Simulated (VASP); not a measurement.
# NiO (Fm-3m) in VASP: further runs

Runs on NiO. Level: PBE. Tasks: single point.

Program: VASP 6.6.1. These are calculated values, not measurements. Logs are shortened: lines on timing, memory, paths and dates and some standing lists are left out, and cuts for length are marked.

### 1 The cell of the first run

It takes space group Fm-3m (No. 225, cubic). Conventional cell: a = 4.155 Å, b = 4.155 Å, c = 4.155 Å, α = 90.00°, β = 90.00°, γ = 90.00°. Ni (site symmetry m-3m) has 6 O at 2.08 Å within 2.8 Å. Within 2.8 Å of O (site symmetry m-3m) lie 6 Ni at 2.08 Å.

### 2 Single point, PBE, collinear spin, ferromagnetic start (volume scaled by 0.98)

File INCAR:

```
SYSTEM = NiO
PREC = Accurate ; ENCUT = 520
EDIFF = 1E-6 ; ISMEAR = -1
SIGMA = 0.05 ; LREAL = .False.
LASPH = .True. ; NELM = 150
ALGO = Normal ; ISIF = 2
LWAVE = .False. ; LCHARG = .False.
ISPIN = 2 ; MAGMOM = 2 0
LORBIT = 11 ; LMAXMIX = 4
GGA = PE ; NBANDS = 19
```

File KPOINTS:

```
Automatic mesh
0
Gamma
  11 11 11
  0 0 0
```

File POSCAR:

```
NiO
1.0
    0.0000000000      2.0772734528      2.0772734528
    2.0772734528      0.0000000000      2.0772734528
    2.0772734528      2.0772734528      0.0000000000
Ni O
1 1
Direct
    0.0000000000      0.0000000000      0.0000000000
    0.5000000000      0.5000000000      0.5000000000
```

Potentials or basis: VASP PAW PBE potentials, release 64 (Ni, O).

Command:

```
> cat potpaw_PBE.64/Ni/POTCAR potpaw_PBE.64/O/POTCAR > POTCAR
> mpirun -np 1 vasp_std > vasp.out
```

OUTCAR:

```text
SYSTEM = NiO
   PREC = Accurate
   ENCUT = 520
   EDIFF = 1E-6
   ISMEAR = -1
   LREAL = .False.
   LASPH = .True.
   NELM = 150
   ISIF = 2
   ISPIN = 2
   LORBIT = 11
   GGA = PE

 ion  position               nearest neighbor table
   1  0.000  0.000  0.000-   2 2.08   2 2.08   2 2.08   2 2.08   2 2.08   2 2.08
   2  0.500  0.500  0.500-   1 2.08   1 2.08   1 2.08   1 2.08   1 2.08   1 2.08

  LATTYP: Found a face centered cubic cell.
 ALAT       =     4.1545469056

  Lattice vectors:

 A1 = (   0.0000000000,   2.0772734528,   2.0772734528)
 A2 = (   2.0772734528,   0.0000000000,   2.0772734528)
 A3 = (   2.0772734528,   2.0772734528,   0.0000000000)

Analysis of symmetry for initial positions (statically):
=====================================================================
 Subroutine PRICEL returns:
 Original cell was already a primitive cell.

 Routine SETGRP: Setting up the symmetry group for a
 face centered cubic supercell.

 Subroutine GETGRP returns: Found 48 space group operations
 (whereof 48 operations were pure point group operations)
 out of a pool of 48 trial point group operations.

The static configuration has the point symmetry O_h .

Analysis of symmetry for dynamics (positions and initial velocities):
=====================================================================
 Subroutine PRICEL returns:
 Original cell was already a primitive cell.

 Routine SETGRP: Setting up the symmetry group for a
 face centered cubic supercell.

 Subroutine GETGRP returns: Found 48 space group operations
 (whereof 48 operations were pure point group operations)
 out of a pool of 48 trial point group operations.

The dynamic configuration has the point symmetry O_h .

Analysis of structural, dynamic, and magnetic symmetry:
=====================================================================
 Subroutine PRICEL returns:
 Original cell was already a primitive cell.

 Routine SETGRP: Setting up the symmetry group for a
 face centered cubic supercell.

 Subroutine GETGRP returns: Found 48 space group operations
 (whereof 48 operations were pure point group operations)
 out of a pool of 48 trial point group operations.

The overall configuration has the point symmetry O_h .

 Subroutine INISYM returns: Found 48 space group operations
 (whereof 48 operations are pure point group operations),
 and found     1 'primitive' translations

----------------------------------------------------------------------------------------

                                     Primitive cell

  volume of cell :      17.9271

  direct lattice vectors                    reciprocal lattice vectors
     0.000000000  2.077273453  2.077273453    -0.240700135  0.240700135  0.240700135
     2.077273453  0.000000000  2.077273453     0.240700135 -0.240700135  0.240700135
     2.077273453  2.077273453  0.000000000     0.240700135  0.240700135 -0.240700135

  length of vectors
     2.937708290  2.937708290  2.937708290     0.416904863  0.416904863  0.416904863

  position of ions in fractional coordinates (direct lattice)
     0.000000000  0.000000000  0.000000000
     0.500000000  0.500000000  0.500000000

  ion indices of the primitive-cell ions
   primitive index   ion index
                 1           1
                 2           2

----------------------------------------------------------------------------------------

 KPOINTS: Automatic mesh

Automatic generation of k-mesh.
 Grid dimensions read from file:
 generate k-points for:   11   11   11

 Generating k-lattice:

  Cartesian coordinates                     Fractional coordinates (reciprocal lattice)
    -0.021881830  0.021881830  0.021881830     0.090909091  0.000000000  0.000000000
     0.021881830 -0.021881830  0.021881830     0.000000000  0.090909091  0.000000000
     0.021881830  0.021881830 -0.021881830     0.000000000  0.000000000  0.090909091

  Length of vectors
     0.037900442  0.037900442  0.037900442

  Shift w.r.t. Gamma in fractional coordinates (k-lattice)
     0.000000000  0.000000000  0.000000000

 Subroutine IBZKPT returns following result:
 ===========================================

 Found     56 irreducible k-points:

 Following reciprocal coordinates:
            Coordinates               Weight
  0.000000  0.000000  0.000000      1.000000
  0.090909  0.000000  0.000000      8.000000
  0.181818  0.000000  0.000000      8.000000
  0.272727  0.000000  0.000000      8.000000
  0.363636  0.000000  0.000000      8.000000
  0.454545  0.000000  0.000000      8.000000
[... 16 lines left out ...]
 -0.272727  0.181818  0.000000     24.000000
 -0.181818  0.181818  0.000000     12.000000
 [... further k-points ...]
   k-points           NKPTS =     56   k-points in BZ     NKDIM =     56   number of bands    NBANDS=     19
   number of dos      NEDOS =    301   number of ions     NIONS =      2
   total plane-waves  NPLWV =  13824
   dimension x,y,z NGX =    24 NGY =   24 NGZ =   24
   dimension x,y,z NGXF=    48 NGYF=   48 NGZF=   48
   ions per type =               1   1
   NGX,Y,Z   is equivalent  to a cutoff of  13.58, 13.58, 13.58 a.u.
   NGXF,Y,Z  is equivalent  to a cutoff of  27.16, 27.16, 27.16 a.u.
 SYSTEM =  NiO
   PREC   = accura    normal or accurate (medium, high low for compatibility)
   ISTART =      0    job   : 0-new  1-cont  2-samecut
   ICHARG =      2    charge: 1-file 2-atom 10-const
   ISPIN  =      2    spin polarized calculation?
   LNONCOLLINEAR =      F non collinear calculations
   LSORBIT =      F    spin-orbit coupling
   LASPH  =      T    aspherical Exc in radial PAW
   ENCUT  =  520.0 eV  38.22 Ry    6.18 a.u.   5.46  5.46  5.46*2*pi/ulx,y,z
   NELM   =    150;   NELMIN=  2; NELMDL= -5     # of ELM steps
   EDIFF  = 0.1E-05   stopping-criterion for ELM
   LREAL  =      F    real-space projection
   EDIFFG = 0.1E-04   stopping-criterion for IOM
   NSW    =      0    number of steps for IOM
   IBRION =     -1    ionic relax: 0-MD 1-quasi-New 2-CG
   NFREE  =      0    steps in history (QN), initial steepest desc. (CG)
   ISIF   =      2    stress and relaxation
   ISYM   =      2    0-nonsym 1-usesym 2-fastsym
   POTIM  = 0.5000    time-step for ionic-motion
   TEBEG  =    0.0;   TEEND  =   0.0 temperature during run
   PSTRESS=    0.0 pullay stress
   NELECT =      16.0000    total number of electrons
   NUPDOWN=      -1.0000    fix difference up-down
   EMIN   =  10.00;   EMAX   =-10.00  energy-range for DOS
   EFERMI =   0.00;   METHOD = LEGACY
   ISMEAR =    -1;   SIGMA  =   0.05  broadening in eV -4-tet -1-fermi 0-gaus
   EFERMI_NEDOS =   21; number of points for ismear=-14 and -15
   IALGO  =     38    algorithm
   IMIX   =      4    mixing-type and parameters
     AMIX     =   0.40;   BMIX     =  1.00
     AMIX_MAG =   1.60;   BMIX_MAG =  1.00
  volume/ion in A,a.u.               =       8.96        60.49
  Fermi-wavevector in a.u.,A,eV,Ry     =   1.576199  2.978585 33.802376  2.484405
  Thomas-Fermi vector in A             =   2.677068
   LORBIT       =     11    0 simple, 1 ext, 2 COOP (PROOUT), +10 PAW based schemes
   GGA     = PE    functional components
   LHFCALC =     F    Hartree Fock is set to
   AEXX    =    0.0000 exact exchange contribution
   IVDW    =     0    specifies the selected vdW correction
   LEPSILON=     F    determine dielectric tensor
   LRPA    =     F    only Hartree local field effects (RPA)
 spin polarized calculation
  energy-cutoff  :      520.00
  volume of cell :       17.93
 maximum number of plane-waves:       531
 NGX is ok and might be reduce to    24
   NGX = 11   NGY = 11   NGZ = 11

 number of electron      15.9999994 magnetization       1.6211950

 Free energy of the ion-electron system (eV)
  ---------------------------------------------------
  ext. energy  EPLUGINS =         0.00000000
  ---------------------------------------------------
  free energy    TOTEN  =       -11.46466203 eV

  energy without entropy =      -11.45282558  energy(sigma->0) =      -11.45874380

 E-fermi :   8.1560     XC(G=0): -12.7734

 val. band max:        8.1496105898   @ k =   0.4545   0.1818   0.0909
 cond. band min:       8.1590457773   @ k =  -0.4545   0.4545   0.0909
 fundamental gap:      0.0094351875
 Fermi energy:         8.1560172124

 spin component 1

 k-point     1 :       0.0000    0.0000    0.0000
  band No.  band energies     occupation
      1     -12.4058      1.00000
      2       5.0496      1.00000
      3       5.0496      1.00000
      4       5.0496      1.00000
      5       5.0923      1.00000
      6       5.0923      1.00000
[... 11 lines left out ...]
     18      34.2764      0.00000
     19      34.2764      0.00000

 k-point     2 :       0.0909    0.0000    0.0000
  band No.  band energies     occupation
      1     -12.3094      1.00000
      2       4.2245      1.00000
      3       4.2245      1.00000
      4       4.2299      1.00000
      5       5.5059      1.00000
      6       5.5059      1.00000
[... 11 lines left out ...]
     18      35.6901      0.00000
     19      35.6902      0.00000

 k-point     3 :       0.1818    0.0000    0.0000
  band No.  band energies     occupation
      1     -12.0400      1.00000
      2       2.8798      1.00000
      3       3.4601      1.00000
      4       3.4602      1.00000
      5       5.6735      1.00000
      6       5.6735      1.00000
[... 11 lines left out ...]
     18      38.1023      0.00000
     19      38.1023      0.00000

 k-point     4 :       0.2727    0.0000    0.0000
  band No.  band energies     occupation
      1     -11.6581      1.00000
      2       1.5323      1.00000
      3       2.8409      1.00000
      4       2.8409      1.00000
      5       5.8899      1.00000
      6       5.8899      1.00000
[... 407 lines left out ...]
     18      39.0227      0.00000
     19      39.8288      0.00000

 k-point    23 :      -0.2727    0.1818    0.0000
  band No.  band energies     occupation
      1     -11.2353      1.00000
      2       0.7908      1.00000
      3       2.3253      1.00000
      4       2.6472      1.00000
      5       5.8661      1.00000
      6       6.0193      1.00000
[... 11 lines left out ...]
     18      39.2837      0.00000
     19      40.6580      0.00000

 k-point    24 :      -0.1818    0.1818    0.0000
  band No.  band energies     occupation
      1     -11.5586      1.00000
      2       1.4133      1.00000
      3       2.5848      1.00000
      4       3.2172      1.00000
      5       5.6900      1.00000
      6       5.8527      1.00000
[... 11 lines left out ...]
     18      39.3023      0.00000
     19      40.4459      0.00000

 [... further k-points ...]

 spin component 2

 k-point     1 :       0.0000    0.0000    0.0000
  band No.  band energies     occupation
      1     -12.0140      1.00000
      2       5.5043      1.00000
      3       5.5043      1.00000
      4       5.5043      1.00000
      5       6.2651      1.00000
      6       6.2652      1.00000
[... 11 lines left out ...]
     18      34.8403      0.00000
     19      34.8405      0.00000

 k-point     2 :       0.0909    0.0000    0.0000
  band No.  band energies     occupation
      1     -11.9152      1.00000
      2       4.6963      1.00000
      3       5.1067      1.00000
      4       5.1067      1.00000
      5       6.3865      1.00000
      6       6.3866      1.00000
[... 11 lines left out ...]
     18      36.2374      0.00000
     19      36.2376      0.00000

 k-point     3 :       0.1818    0.0000    0.0000
  band No.  band energies     occupation
      1     -11.6388      1.00000
      2       3.3031      1.00000
      3       4.4402      1.00000
      4       4.4403      1.00000
      5       6.5850      1.00000
      6       6.5851      1.00000
[... 11 lines left out ...]
     18      38.6510      0.00000
     19      38.6511      0.00000

 k-point     4 :       0.2727    0.0000    0.0000
  band No.  band energies     occupation
      1     -11.2459      1.00000
      2       1.9175      1.00000
      3       3.8429      1.00000
      4       3.8430      1.00000
      5       6.8169      1.00000
      6       6.8170      1.00000
[... 407 lines left out ...]
     18      39.3485      0.00000
     19      40.2690      0.00000

 k-point    23 :      -0.2727    0.1818    0.0000
  band No.  band energies     occupation
      1     -10.8050      1.00000
      2       1.2430      1.00000
      3       3.1678      1.00000
      4       3.3839      1.00000
      5       6.8254      1.00000
      6       7.2558      1.00000
[... 11 lines left out ...]
     18      39.6729      0.00000
     19      41.1573      0.00000

 k-point    24 :      -0.1818    0.1818    0.0000
  band No.  band energies     occupation
      1     -11.1414      1.00000
      2       1.9237      1.00000
      3       3.6708      1.00000
      4       3.6748      1.00000
      5       6.6351      1.00000
      6       7.1913      1.00000
[... 11 lines left out ...]
     18      39.6877      0.00000
     19      40.6620      0.00000

 [... further k-points ...]
[... 5 lines left out ...]
  --------------------------------------------------------------------------------------
  -------------------------------------------------------------------------------------
  Total        0.8374664      0.8374664      0.8374664      0.0000000     -0.0000000      0.0000000
  in kB       74.8457193     74.8457193     74.8457193      0.0000000     -0.0000000      0.0000000
  external PRESSURE =      74.8457193 kB  Pullay stress =       0.0000000 kB

 VOLUME and BASIS-vectors are now :
 -----------------------------------------------------------------------------
  energy-cutoff  :      520.00
  volume of cell :       17.93
      direct lattice vectors                 reciprocal lattice vectors
     0.000000000  2.077273453  2.077273453    -0.240700135  0.240700135  0.240700135
     2.077273453  0.000000000  2.077273453     0.240700135 -0.240700135  0.240700135
     2.077273453  2.077273453  0.000000000     0.240700135  0.240700135 -0.240700135

 POSITION                                       TOTAL-FORCE (eV/Angst)
 -----------------------------------------------------------------------------------
      0.00000      0.00000      0.00000         0.000000      0.000000      0.000000
      2.07727      2.07727      2.07727         0.000000      0.000000      0.000000
 -----------------------------------------------------------------------------------
    total drift:                                0.000000     -0.000000     -0.000000

  FREE ENERGIE OF THE ION-ELECTRON SYSTEM (eV)
  ---------------------------------------------------
  free  energy   TOTEN  =       -11.4646620305 eV

  energy  without entropy=      -11.4528255786  energy(sigma->0) =      -11.45874380

 total charge

# of ion       s       p       d       tot
------------------------------------------
    1        0.336   0.416   8.271   9.023
    2        1.558   3.425   0.000   4.983
--------------------------------------------------
tot          1.894   3.841   8.271  14.006

 magnetization (x)

# of ion       s       p       d       tot
------------------------------------------
    1        0.012   0.015   1.316   1.343
    2        0.028   0.211   0.000   0.238
--------------------------------------------------
tot          0.039   0.226   1.316   1.581
```

Wall time 24 s (1 thread of Intel Xeon Platinum 8559C (Emerald Rapids), shared host); peak memory 0.16 GiB.

Results:

```
Free energy                                           : -11.4647 eV
Pressure                                              : 7.5 GPa
Net moment                                            : 1.62 μB per cell
Site moments                                          : Ni +1.34; O +0.24 μB
Valence electrons inside the program's atomic spheres : Ni 9.02; O 4.98
```

Caveat: the cell differs from its parent crystal (volume scaled by 0.98); a cell with one magnetic atom can't hold antiferromagnetic order, which such compounds often take; semilocal functionals often make such compounds metallic where correlation or magnetic order opens a gap, which also shifts bond lengths.

### 3 Single point, PBE, collinear spin, ferromagnetic start

This run uses another cell than the first one, of 9.15 Å³/atom, 1.020 times its volume.

File INCAR:

```
PREC = Accurate
ENCUT = 520
EDIFF = 1E-6
ISMEAR = -1
SIGMA = 0.05
LREAL = F
LASPH = T
NELM = 150
ALGO = Normal
ISIF = 2
LWAVE = F
LCHARG = F
ISPIN = 2
MAGMOM = 1 0
LORBIT = 11
LMAXMIX = 4
GGA = PE
NBANDS = 19
```

File KPOINTS:

```
Automatic mesh
0
Gamma
  11 11 11
```

File POSCAR:

```
NiO
1.0
    0.0000000000      2.0913095100      2.0913095100
    2.0913095100      0.0000000000      2.0913095100
    2.0913095100      2.0913095100      0.0000000000
Ni O
1 1
Direct
    0.0000000000      0.0000000000      0.0000000000
    0.5000000000      0.5000000000      0.5000000000
```

Potentials or basis: VASP PAW PBE potentials, release 64 (Ni, O).

Command:

```
> cat potpaw_PBE.64/Ni/POTCAR potpaw_PBE.64/O/POTCAR > POTCAR
> mpirun -np 1 vasp_std > vasp.out
```

It took 29 s on 1 thread of Intel Xeon Platinum 8559C (Emerald Rapids), shared host; peak memory 0.16 GiB.

The run converged. Its results:

* Free energy: -11.4778 eV
* Pressure: 3.8 GPa
* Net moment: 1.70 μB per cell
* Site moments: Ni +1.40; O +0.26 μB
* Valence electrons inside the program's atomic spheres: Ni 8.98; O 4.98

Levels at points of the mesh, in eV from the Fermi level:
Spin up:
| k point | band 6 | band 7 | band 8 | band 9 | band 10 | band 11 | band 12 | band 13 |
| --- | --- | --- | --- | --- | --- | --- | --- | --- |
| (0.00, 0.00, 0.00) | -2.98 | -2.61 | -2.61 | -2.61 | 1.52 | 17.85 | 18.90 | 18.90 |
Spin down:
```tsv
k point	band 4	band 5	band 6	band 7	band 8	band 9	band 10	band 11
(0.00, 0.00, 0.00)	-2.49	-1.82	-1.82	-1.82	-0.61	-0.61	1.85	17.79
```

Caveat: a cell with one magnetic atom can't hold antiferromagnetic order, which such compounds often take; semilocal functionals often make such compounds metallic where correlation or magnetic order opens a gap, which also shifts bond lengths.

### 4 Single point, PBE, collinear spin, ferromagnetic start

This run uses another cell than the first one, of 9.15 Å³/atom, 1.020 times its volume.

File INCAR:

```
SYSTEM = NiO
ALGO = Normal
EDIFF = 1E-6
ENCUT = 520
GGA = PE
ISIF = 2
ISMEAR = -1
ISPIN = 2
LASPH = .TRUE.
LCHARG = .TRUE.
LELF = .TRUE.
LMAXMIX = 4
LORBIT = 11
LREAL = .FALSE.
LVHAR = .TRUE.
LWAVE = .FALSE.
MAGMOM = 2 0
NBANDS = 19
NELM = 150
PREC = Accurate
SIGMA = 0.05
```

File KPOINTS:

```
k-points
0
G
  11 11 11
  0 0 0
```

POSCAR is that of step 3.

Command:

```
> cat potpaw_PBE.64/Ni/POTCAR potpaw_PBE.64/O/POTCAR > POTCAR
> mpirun -np 1 vasp_std > vasp.out
```

Wall time 24 s (1 thread of Intel Xeon Platinum 8559C (Emerald Rapids), shared host); peak memory 0.17 GiB.

The run converged. Its results:

```yaml
Free_energy: -11.4778 eV
Pressure: 3.9 GPa
Net_moment: 1.70 μB per cell
Site_moments: Ni +1.41; O +0.26 μB
Valence_electrons_inside_the_program's_atomic_spheres: Ni 8.98; O 4.98
```

Levels at points of the mesh, in eV from the Fermi level:
Spin up:
```tsv
k point	band 7	band 8	band 9	band 10	band 11	band 12
(0.00, 0.00, 0.00)	-2.61	-2.61	-2.61	1.52	17.85	18.90
```
Spin down:
```
           k point  band 3  band 4  band 5  band 6  band 7  band 8  band 9  band 10  band 11  band 12
(0.00, 0.00, 0.00)   -2.49   -2.49   -1.82   -1.82   -1.82   -0.61   -0.61     1.85    17.79    19.11
```

Caveat: a cell with one magnetic atom can't hold antiferromagnetic order, which such compounds often take; semilocal functionals often make such compounds metallic where correlation or magnetic order opens a gap, which also shifts bond lengths.
